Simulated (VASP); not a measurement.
# Be2CN (P-6m2) in VASP: a series of runs, part 2 of 2

VASP 6.6.1. The steps go on from the part before.

## (4) Single point, PBE

INCAR

```
  PREC = Accurate
  ENCUT = 520
  EDIFF = 1E-7
  ISMEAR = 0
  SIGMA = 0.1
  LREAL = False
  LASPH = True
  NELM = 100
  ALGO = Normal
  ISIF = 2
  LWAVE = False
  LCHARG = True
  GGA = PE
  LELF = True
  LVHAR = True
  NBANDS = 14
```

KPOINTS

```
Automatic mesh
0
Gamma
  18 18 12
```

POSCAR

```
Be2CN
1.0
    3.0423412256      0.0000000000      0.0000000000
   -1.5211706128      2.6347447884      0.0000000000
    0.0000000000      0.0000000000      3.9114720939
Be C N
2 1 1
Direct
    0.0000000000      0.0000000000      0.5000000000
    0.3333333333      0.6666666667      0.0000000000
    0.0000000000      0.0000000000      0.0000000000
    0.3333333333      0.6666666667      0.5000000000
```

Potentials or basis: VASP PAW PBE potentials, release 64 (Be, C, N).

Launch:

```
$ cat potpaw_PBE.64/Be/POTCAR potpaw_PBE.64/C/POTCAR potpaw_PBE.64/N/POTCAR > POTCAR
$ mpirun -np 1 vasp_std > vasp.out
```

OUTCAR:

```text
PREC = Accurate
   ENCUT = 520
   EDIFF = 1E-7
   ISMEAR = 0
   LREAL = False
   LASPH = True
   NELM = 100
   ISIF = 2
   GGA = PE

 ion  position               nearest neighbor table
   1  0.000  0.000  0.500-   4 1.76   4 1.76   4 1.76   3 1.96   3 1.96
   2  0.333  0.667  0.000-   3 1.76   3 1.76   3 1.76   4 1.96   4 1.96
   3  0.000  0.000  0.000-   2 1.76   2 1.76   2 1.76   1 1.96   1 1.96
   4  0.333  0.667  0.500-   1 1.76   1 1.76   1 1.76   2 1.96   2 1.96

  LATTYP: Found a hexagonal cell.
 ALAT       =     3.0423412256
[... 607 lines left out ...]
  Direction    XX          YY          ZZ          XY          YZ          ZX
  --------------------------------------------------------------------------------------
  -------------------------------------------------------------------------------------
  Total        0.0532407      0.0532407      0.0132647      0.0000000      0.0000000      0.0000000
  in kB        2.7206165      2.7206165      0.6778318      0.0000000      0.0000000      0.0000000
  external PRESSURE =       2.0396882 kB  Pullay stress =       0.0000000 kB

 VOLUME and BASIS-vectors are now :
 -----------------------------------------------------------------------------
  energy-cutoff  :      520.00
  volume of cell :       31.35
      direct lattice vectors                 reciprocal lattice vectors
     3.042341226  0.000000000  0.000000000     0.328694228  0.189771701  0.000000000
    -1.521170613  2.634744788  0.000000000     0.000000000  0.379543402  0.000000000
     0.000000000  0.000000000  3.911472094     0.000000000  0.000000000  0.255658222

 POSITION                                       TOTAL-FORCE (eV/Angst)
 -----------------------------------------------------------------------------------
      0.00000      0.00000      1.95574        -0.000000      0.000000      0.000000
     -0.00000      1.75650      0.00000         0.000000     -0.000000      0.000000
      0.00000      0.00000      0.00000         0.000000     -0.000000      0.000000
     -0.00000      1.75650      1.95574         0.000000     -0.000000      0.000000
 -----------------------------------------------------------------------------------
    total drift:                               -0.000000      0.000000     -0.000000

  FREE ENERGIE OF THE ION-ELECTRON SYSTEM (eV)
  ---------------------------------------------------
  free  energy   TOTEN  =       -22.8087275308 eV

  energy  without entropy=      -22.7996150448  energy(sigma->0) =      -22.80417129
```

stdout:

```text
POSCAR found type information on POSCAR BeC N
 POSCAR found :  3 types and       4 ions
 scaLAPACK will be used
 LDA part: xc-table for (Slater+PW92), standard interpolation
 POSCAR, INCAR and KPOINTS ok, starting setup
 FFT: planning ... GRIDC
 FFT: planning ... GRID_SOFT
 FFT: planning ... GRID
 WAVECAR not read
 entering main loop
```

Wall time 64 s (1 thread of Intel Xeon 6975P-C, shared host); peak memory 0.23 GiB.

Results:

```
Free energy : -22.8087 eV
Pressure    : 0.2 GPa
```

Stress tensor (GPa, compression positive):
```
0.27 0.00 0.00
0.00 0.27 0.00
0.00 0.00 0.07
```

## (5) Relaxation of cell and atoms, PBE

INCAR

```
SYSTEM = Be2CN
ALGO = Normal
EDIFF = 1E-6
EDIFFG = -0.01
ENCUT = 600
GGA = PE
IBRION = 2
ISIF = 3
ISMEAR = 0
LASPH = .TRUE.
LCHARG = .FALSE.
LREAL = .FALSE.
LWAVE = .FALSE.
NELM = 100
NSW = 100
PREC = Accurate
SIGMA = 0.1
```

KPOINTS

```
k-points
0
G
  18 18 12
  0 0 0
```

POSCAR

```
Be2CN
1.0
    3.0348810647      0.0000000000      0.0000000000
   -1.5174405323      2.6282840995      0.0000000000
    0.0000000000      0.0000000000      3.9289037121
Be C N
2 1 1
Direct
    0.0000000000      0.0000000000      0.5000000000
    0.3333333333      0.6666666667      0.0000000000
    0.0000000000      0.0000000000      0.0000000000
    0.3333333333      0.6666666667      0.5000000000
```

Potentials or basis: VASP PAW PBE potentials, release 64 (Be, C, N).

Launch:

```
$ cat potpaw_PBE.64/Be/POTCAR potpaw_PBE.64/C/POTCAR potpaw_PBE.64/N/POTCAR > POTCAR
$ mpirun -np 1 vasp_std > vasp.out
```

OUTCAR:

```text
SYSTEM = Be2CN
   EDIFF = 1E-6
   EDIFFG = -0.01
   ENCUT = 600
   GGA = PE
   IBRION = 2
   ISIF = 3
   ISMEAR = 0
   LASPH = .TRUE.
   LREAL = .FALSE.
   NELM = 100
   NSW = 100
   PREC = Accurate

 ion  position               nearest neighbor table
   1  0.000  0.000  0.500-   4 1.75   4 1.75   4 1.75   3 1.96   3 1.96
   2  0.333  0.667  0.000-   3 1.75   3 1.75   3 1.75   4 1.96   4 1.96
   3  0.000  0.000  0.000-   2 1.75   2 1.75   2 1.75   1 1.96   1 1.96
   4  0.333  0.667  0.500-   1 1.75   1 1.75   1 1.75   2 1.96   2 1.96

  LATTYP: Found a hexagonal cell.
 ALAT       =     3.0348810647
 C/A-ratio  =     1.2945824328

  Lattice vectors:

 A1 = (   3.0348810647,   0.0000000000,   0.0000000000)
 A2 = (  -1.5174405323,   2.6282840995,   0.0000000000)
 A3 = (   0.0000000000,   0.0000000000,   3.9289037121)

Analysis of symmetry for initial positions (statically):
=====================================================================
 Subroutine PRICEL returns:
 Original cell was already a primitive cell.

 Routine SETGRP: Setting up the symmetry group for a
 hexagonal supercell.

 Subroutine GETGRP returns: Found 12 space group operations
 (whereof 12 operations were pure point group operations)
 out of a pool of 24 trial point group operations.

The static configuration has the point symmetry D_3h.

Analysis of symmetry for dynamics (positions and initial velocities):
=====================================================================
 Subroutine PRICEL returns:
 Original cell was already a primitive cell.

 Routine SETGRP: Setting up the symmetry group for a
 hexagonal supercell.

 Subroutine GETGRP returns: Found 12 space group operations
 (whereof 12 operations were pure point group operations)
 out of a pool of 24 trial point group operations.

The dynamic configuration has the point symmetry D_3h.

 Subroutine INISYM returns: Found 12 space group operations
 (whereof 12 operations are pure point group operations),
 and found     1 'primitive' translations

----------------------------------------------------------------------------------------

                                     Primitive cell

  volume of cell :      31.3390

  direct lattice vectors                    reciprocal lattice vectors
     3.034881065  0.000000000  0.000000000     0.329502204  0.190238186  0.000000000
    -1.517440532  2.628284100  0.000000000     0.000000000  0.380476372  0.000000000
     0.000000000  0.000000000  3.928903712     0.000000000  0.000000000  0.254523927

  length of vectors
     3.034881065  3.034881065  3.928903712     0.380476372  0.380476372  0.254523927

  position of ions in fractional coordinates (direct lattice)
     0.000000000  0.000000000  0.500000000
     0.333333333  0.666666667  0.000000000
     0.000000000  0.000000000  0.000000000
     0.333333333  0.666666667  0.500000000

  ion indices of the primitive-cell ions
   primitive index   ion index
                 1           1
                 2           2
                 3           3
                 4           4

----------------------------------------------------------------------------------------

 KPOINTS: k-points
[... 57 lines left out ...]
   NGXF,Y,Z  is equivalent  to a cutoff of  26.29, 26.29, 27.08 a.u.
 SYSTEM =  Be2CN
   PREC   = accura    normal or accurate (medium, high low for compatibility)
   ISTART =      0    job   : 0-new  1-cont  2-samecut
   ICHARG =      2    charge: 1-file 2-atom 10-const
   ISPIN  =      1    spin polarized calculation?
   LNONCOLLINEAR =      F non collinear calculations
   LSORBIT =      F    spin-orbit coupling
   LASPH  =      T    aspherical Exc in radial PAW
   ENCUT  =  600.0 eV  44.10 Ry    6.64 a.u.   6.06  6.06  7.85*2*pi/ulx,y,z
   NELM   =    100;   NELMIN=  2; NELMDL= -5     # of ELM steps
   EDIFF  = 0.1E-05   stopping-criterion for ELM
   LREAL  =      F    real-space projection
   EDIFFG = -.1E-01   stopping-criterion for IOM
   NSW    =    100    number of steps for IOM
   IBRION =      2    ionic relax: 0-MD 1-quasi-New 2-CG
   NFREE  =      1    steps in history (QN), initial steepest desc. (CG)
   ISIF   =      3    stress and relaxation
   ISYM   =      2    0-nonsym 1-usesym 2-fastsym
   POTIM  = 0.5000    time-step for ionic-motion
   TEBEG  =    0.0;   TEEND  =   0.0 temperature during run
   PSTRESS=    0.0 pullay stress
   NELECT =      13.0000    total number of electrons
   NUPDOWN=      -1.0000    fix difference up-down
   EMIN   =  10.00;   EMAX   =-10.00  energy-range for DOS
   EFERMI =   0.00;   METHOD = LEGACY
   ISMEAR =     0;   SIGMA  =   0.10  broadening in eV -4-tet -1-fermi 0-gaus
   EFERMI_NEDOS =   21; number of points for ismear=-14 and -15
   IALGO  =     38    algorithm
   IMIX   =      4    mixing-type and parameters
     AMIX     =   0.40;   BMIX     =  1.00
     AMIX_MAG =   1.60;   BMIX_MAG =  1.00
  volume/ion in A,a.u.               =       7.83        52.87
  Fermi-wavevector in a.u.,A,eV,Ry     =   1.220940  2.307241 20.282114  1.490693
  Thomas-Fermi vector in A             =   2.356139
   LORBIT       =      0    0 simple, 1 ext, 2 COOP (PROOUT), +10 PAW based schemes
   GGA     = PE    functional components
   LHFCALC =     F    Hartree Fock is set to
   AEXX    =    0.0000 exact exchange contribution
   IVDW    =     0    specifies the selected vdW correction
   LEPSILON=     F    determine dielectric tensor
   LRPA    =     F    only Hartree local field effects (RPA)
 conjugate gradient relaxation of ions
 non-spin polarized calculation
 Gauss-broadening in eV      SIGMA  =   0.10
  energy-cutoff  :      600.00
  volume of cell :       31.34
 maximum number of plane-waves:      1068
   NGX = 13   NGY = 13   NGZ = 15

--------------------------------------- Ionic step        1  -------------------------------------------

 number of electron      13.0000000 magnetization

 Free energy of the ion-electron system (eV)
  ---------------------------------------------------
  ext. energy  EPLUGINS =         0.00000000
  ---------------------------------------------------
  free energy    TOTEN  =       -22.80987198 eV

  energy without entropy =      -22.80089315  energy(sigma->0) =      -22.80538257

------------------------ aborting loop because EDIFF is reached ----------------------------------------

  FORCE on cell =-STRESS in cart. coord.  units (eV):
  Direction    XX          YY          ZZ          XY          YZ          ZX
  --------------------------------------------------------------------------------------
  -------------------------------------------------------------------------------------
  Total        0.1582575      0.1582575     -0.1051424      0.0000000     -0.0000000     -0.0000000
  in kB        8.0907654      8.0907654     -5.3753048      0.0000000     -0.0000000     -0.0000000
  external PRESSURE =       3.6020753 kB  Pullay stress =       0.0000000 kB
[... 139 lines left out ...]
--------------------------------------- Ionic step        5  -------------------------------------------

 number of electron      12.9999999 magnetization

 Free energy of the ion-electron system (eV)
  ---------------------------------------------------
  ext. energy  EPLUGINS =         0.00000000
  ---------------------------------------------------
  free energy    TOTEN  =       -22.81058634 eV

  energy without entropy =      -22.80147546  energy(sigma->0) =      -22.80603090

 E-fermi :   4.7028     XC(G=0): -11.0086

 val. band max:        4.6999700264   @ k =   0.2222   0.2222   0.3333
 cond. band min:       4.7033534749   @ k =   0.5000   0.0000   0.1667
 fundamental gap:      0.0033834485
 Fermi energy:         4.7028084142

 k-point     1 :       0.0000    0.0000    0.0000
  band No.  band energies     occupation
      1     -10.9423      2.00000
      2      -4.6183      2.00000
      3      -1.9035      2.00000
      4       2.7529      2.00000
      5       2.7529      2.00000
      6       5.9230      0.00000
      7       5.9230      0.00000
      8       6.9856      0.00000
      9      13.0970      0.00000
     10      14.0650      0.00000
[... 287 lines left out ...]
 k-point    24 :       0.3889    0.1111    0.0000
  band No.  band energies     occupation
      1      -9.3269      2.00000
      2      -5.3747      2.00000
      3      -0.2239      2.00000
      4       0.6700      2.00000
      5       1.5389      2.00000
      6       2.6541      2.00000
      7       3.5504      2.00000
      8       4.7615      0.40683
      9      12.7543      0.00000
     10      15.6709      0.00000

 [... further k-points ...]

------------------------ aborting loop because EDIFF is reached ----------------------------------------

  FORCE on cell =-STRESS in cart. coord.  units (eV):
  Direction    XX          YY          ZZ          XY          YZ          ZX
  --------------------------------------------------------------------------------------
  -------------------------------------------------------------------------------------
  Total       -0.0023696     -0.0023696      0.0034268     -0.0000000     -0.0000000      0.0000000
  in kB       -0.1210640     -0.1210640      0.1750762     -0.0000000     -0.0000000      0.0000000
  external PRESSURE =      -0.0223506 kB  Pullay stress =       0.0000000 kB
[... 19 lines left out ...]
  FREE ENERGIE OF THE ION-ELECTRON SYSTEM (eV)
  ---------------------------------------------------
  free  energy   TOTEN  =       -22.8105863364 eV

  energy  without entropy=      -22.8014754592  energy(sigma->0) =      -22.80603090

 reached required accuracy - stopping structural energy minimisation
```

OSZICAR:

```text
N       E                     dE             d eps       ncg     rms          rms(c)
DAV:   1     0.350606937211E+02    0.35061E+02   -0.68179E+03  5180   0.128E+03
DAV:   2    -0.215765292033E+02   -0.56637E+02   -0.54769E+02  8592   0.237E+02
DAV:   3    -0.234884794741E+02   -0.19120E+01   -0.18767E+01  6222   0.434E+01
DAV:   4    -0.235151613568E+02   -0.26682E-01   -0.26600E-01  6890   0.544E+00
[... 34 lines left out ...]
DAV:   1    -0.228106765676E+02   -0.11420E-03   -0.47101E-03  5764   0.638E-01    0.656E-02
DAV:   2    -0.228106097546E+02    0.66813E-04   -0.33373E-04  6394   0.145E-01    0.338E-02
DAV:   3    -0.228105923875E+02    0.17367E-04   -0.11879E-04  7398   0.650E-02    0.166E-02
DAV:   4    -0.228105863881E+02    0.59995E-05   -0.26513E-05  6864   0.380E-02    0.326E-03
DAV:   5    -0.228105863364E+02    0.51626E-07   -0.22113E-06  3450   0.138E-02
   5 F= -.22810586E+02 E0= -.22806031E+02  d E =-.208626E-03
```

CONTCAR:

```text
Be2CN
   1.00000000000000
     3.0438642873809929    0.0000000000001706   -0.0000000000000000
    -1.5219321436402009    2.6360637985495559    0.0000000000000000
    -0.0000000000000000    0.0000000000000000    3.9083589566146744
  Be              C               N
     2     1     1
Direct
     0.0000000000000000    0.0000000000000000    0.5000000000000000
     0.3333333332999970    0.6666666667000030    0.0000000000000000
     0.0000000000000000    0.0000000000000000    0.0000000000000000
     0.3333333332999970    0.6666666667000030    0.5000000000000000

  0.00000000E+00  0.00000000E+00  0.00000000E+00
  0.00000000E+00  0.00000000E+00  0.00000000E+00
  0.00000000E+00  0.00000000E+00  0.00000000E+00
  0.00000000E+00  0.00000000E+00  0.00000000E+00
```

It took 2.2 min on 1 thread of Intel Xeon 6975P-C, shared host; peak memory 0.25 GiB.

What came out:

```
Free energy                            : -22.8106 eV
Relaxed volume                         : 7.84 Å³/atom
Relaxed cell                           : a = 3.044 Å, b = 3.044 Å, c = 3.908 Å, α = 90.00°, β = 90.00°, γ = 120.00°
Space group after relaxing (to 0.05 Å) : P-6m2 (No. 187)
Energy gained by relaxing              : 0.2 meV/atom
Ionic steps                            : 5
Pressure after relaxing                : 0.0 GPa
```

Step by step:
```csv
step,energy change (eV),largest force (eV/Å),pressure (GPa),volume (Å³)
1,0.0000,0.0000,0.36,31.34
2,-0.0005,0.0000,-0.16,31.42
3,-0.0005,0.0000,-0.37,31.45
4,-0.0007,0.0000,-0.15,31.39
5,-0.0007,0.0000,0.00,31.36
```

Final structure:
```yaml
crystal:
  lattice:
    - [3.04386, 0.00000, 0.00000]
    - [-1.52193, 2.63606, 0.00000]
    - [0.00000, 0.00000, 3.90836]
  atoms:
    - { symbol: Be, position: [0.00000, 0.00000, 0.50000] }
    - { symbol: Be, position: [0.33333, 0.66667, 0.00000] }
    - { symbol: C, position: [0.00000, 0.00000, 0.00000] }
    - { symbol: N, position: [0.33333, 0.66667, 0.50000] }
```

Levels at points of the mesh, in eV from the Fermi level:
| k point | band 2 | band 3 | band 4 | band 5 | band 6 | band 7 | band 8 | band 9 | band 10 |
| --- | --- | --- | --- | --- | --- | --- | --- | --- | --- |
| (0.00, 0.00, 0.00) | -9.32 | -6.61 | -1.95 | -1.95 | 1.22 | 1.22 | 2.28 | 8.39 | 9.36 |
| (0.50, 0.00, 0.00) | -10.19 | -4.24 | -3.99 | -3.68 | -2.29 | -1.24 | 0.36 | 7.40 | 11.33 |
| (0.00, 0.00, 0.50) | -12.05 | -1.36 | -1.36 | -0.94 | -0.91 | 0.51 | 0.51 | 9.94 | 10.07 |
| (0.50, 0.00, 0.50) | -9.99 | -5.95 | -5.69 | -2.67 | -1.26 | 0.55 | 1.13 | 8.72 | 9.66 |

## (6) The runs side by side

| task | spin | cell | k mesh | cutoff (eV) | gap on the mesh (eV) | pressure (GPa) |
| --- | --- | --- | --- | --- | --- | --- |
| single point | off | a = 3.035, b = 3.035, c = 3.929 Å, angles 90.0, 90.0, 120.0°, 4 atoms | 6 × 6 × 4 | 520 | none | 0.3 |
| single point | collinear, ferromagnetic start | a = 3.035, b = 3.035, c = 3.929 Å, angles 90.0, 90.0, 120.0°, 4 atoms | 6 × 6 × 4 | 520 | none | 0.3 |
| single point | off | a = 3.042, b = 3.042, c = 3.911 Å, angles 90.0, 90.0, 120.0°, 4 atoms | 18 × 18 × 12 | 520 | none | 0.2 |
| relaxation of cell and atoms | off | relaxed from a = 3.035, b = 3.035, c = 3.929 Å, angles 90.0, 90.0, 120.0°, 4 atoms | 18 × 18 × 12 | 600 | none | 0.0 |

Alike in all rows: level PBE; potentials or basis VASP PAW PBE potentials, release 64 (Be, C, N); smearing gaussian 0.1 eV.

Caveats: some runs use coarse meshes.

Total energies depend on the potentials used, so only differences within one code and one set of settings carry meaning.
